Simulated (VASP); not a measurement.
The system is Ru.

```
CELL_PARAMETERS angstrom
2.70389 0.00000 0.00000
-1.35194 2.34164 0.00000
0.00000 0.00000 4.28168
ATOMIC_POSITIONS crystal
Ru 0.33333 0.66667 0.25000
Ru 0.66667 0.33333 0.75000
```

```yaml
Program: VASP 6.6.1
Task: relaxation of cell and atoms
Functional: revPBE
Potentials_or_basis: VASP PAW PBE potentials, release 64 (Ru_pv)
Cutoff: 600 eV
k_mesh: 13 × 13 × 8
Occupations: fermi-dirac, width 0.05 eV
Spin: collinear spin, ferromagnetic start
Starting_moments: "[1.0, 1.0] μB"
```

At the start: pressure 8.1 GPa; volume 13.55 Å³/atom.

Q: Where does the relaxation end?

A: Over 6 steps the energy falls by 9.0 meV/atom and the volume is 13.90 Å³/atom (+2.6 %); space group P6_3/mmc (No. 194, to 0.1 Å) before and after; moment 0.00 μB per cell.

Step by step:
| step | energy change (eV) | largest force (eV/Å) | pressure (GPa) | volume (Å³) |
| --- | --- | --- | --- | --- |
| 1 | 0.0000 | 0.0000 | 8.06 | 27.11 |
| 2 | 0.1070 | 0.0000 | -18.03 | 29.87 |
| 3 | -0.0177 | 0.0000 | -0.35 | 27.84 |
| 4 | -0.0177 | 0.0000 | -0.13 | 27.82 |
| 5 | -0.0179 | 0.0000 | 0.11 | 27.80 |
| 6 | -0.0181 | 0.0000 | 0.01 | 27.81 |

Final structure:
```yaml
crystal:
  lattice:
    - [2.73281, 0.00000, 0.00000]
    - [-1.36640, 2.36668, 0.00000]
    - [0.00000, 0.00000, 4.29932]
  atoms:
    - { symbol: Ru, position: [0.33333, 0.66667, 0.25000] }
    - { symbol: Ru, position: [0.66667, 0.33333, 0.75000] }
```

Caveat: the PAW data sets were made with another functional, which shifts forces and pressure a little.
